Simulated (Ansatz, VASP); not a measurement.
## Two plane-wave programs on CdSe

```
Cd Se
1.0
     0.00000    2.86915    2.86915
     2.86915    0.00000    2.86915
     2.86915    2.86915    0.00000
Cd Se
1 1
Direct
  0.00000 0.00000 0.00000
  0.50000 0.50000 0.50000
```

Alike in both runs: functional PBE; k mesh 13 × 13 × 13; occupations fermi-dirac, width 0.05 eV; no spin polarisation.

Ansatz relaxed the structure, and its values are those at the end. VASP's run is a single point on that final structure, the one shown.

|  | VASP | Ansatz |
| --- | --- | --- |
| version | VASP 6.6.1 | Ansatz 0.2.0 |
| potentials or method | VASP PAW PBE potentials, release 64 (Cd, Se) | PAW with Ansatz's default frozen-core files, scalar-relativistic |
| plane-wave cutoff (eV) | 520 | 420 |
| valence electrons in the cell | 18 | 36 |

Ansatz gave:

| Quantity | Value |
| --- | --- |
| pressure (GPa) | 0.0 |

**Question.** Estimate VASP's values.

**Answer.** Pressure (GPa): 0.3.

With one functional, cell and mesh, what is left measures potentials, basis and numerics. VASP's potentials hold 18 valence electrons a cell and Ansatz's 36, so a difference there can come from the potentials and not from the codes.
